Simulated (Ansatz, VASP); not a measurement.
**SrO: VASP beside Ansatz**

The input INCAR:

```
ALGO = Normal
EDIFF = 1E-6
ENCUT = 520
GGA = PS
GGA_COMPAT = False
ISIF = 2
ISMEAR = 0
LASPH = True
LCHARG = False
LORBIT = 11
LORBMOM = True
LREAL = False
LSORBIT = True
LWAVE = False
MAGMOM = 0 0 0 0 0 0
NBANDS = 28
NELM = 150
PREC = Accurate
SIGMA = 0.01
```

The input KPOINTS:

```
k-points
0
Gamma
  8 8 8
```

POSCAR

```
SrO
1.0
    0.0000000000      2.5614439114      2.5742511309
    2.5614439114      0.0000000000      2.5742511309
    2.5614439114      2.5614439114      0.0000000000
Sr O
1 1
Direct
    0.5000000000      0.5000000000      0.5000000000
    0.0000000000      0.0000000000      0.0000000000
```

Input for Ansatz:

```yaml
crystal:
  lattice:
    - [0.0, 2.56144391138, 2.57425113094]
    - [2.56144391138, 0.0, 2.57425113094]
    - [2.56144391138, 2.56144391138, 0.0]
  atoms:
    - { symbol: Sr, position: [0.5, 0.5, 0.5] }
    - { symbol: O, position: [0.0, 0.0, 0.0] }
kpoints:
  mp_grid: { grid: [8, 8, 8] }
scf:
  occupations: { method: fixed }
  convergence: { dr2_threshold: 1.0e-10 }
hamiltonian:
  xc: pbesol
  pseudopotentials: { kind: all_electron, lapw: { basis_error: 0.0005 } }
magnetization:
  noncollinear: true
  spin_orbit: true
output:
  forces: true
  stress: true
  eigenstates:
    kpoints:
      - [0.0, 0.0, 0.0]
      - [0.0, -0.5, -0.5]
      - [-0.5, 0.0, -0.5]
      - [-0.5, -0.5, 0.0]
      - [-0.5, 0.0, 0.0]
      - [0.0, -0.5, 0.0]
      - [0.0, 0.0, -0.5]
      - [-0.5, -0.5, -0.5]
  eigenvalues: true
```

Change from the starting cell: z stretched by +0.5 %, x and y held.

Alike in both runs: task single point; functional PBEsol; k mesh 8 × 8 × 8; non-collinear spin, spin-orbit coupling.

|  | VASP | Ansatz |
| --- | --- | --- |
| version | VASP 6.6.1 | Ansatz 0.2.0 |
| potentials or method | VASP PAW PBE potentials, release 64 (Sr_sv, O), cutoff 520 eV | all-electron LAPW |
| occupations | gaussian, width 0.01 eV | fixed |

Ansatz gave:

| Quantity | Value |
| --- | --- |
| pressure (GPa) | -0.5 |
| traceless stress, the component that is largest in VASP (GPa) | -0.43 |
| net moment per atom (μB) | 0.00 |

What did VASP give for the same quantities?

Pressure (GPa): 0.1; traceless stress, the component that is largest in VASP (GPa): -0.46; net moment per atom (μB): 0.00.

VASP's potentials were made for PBE, not for PBEsol. Ansatz ran all-electron here, and VASP with PAW potentials.
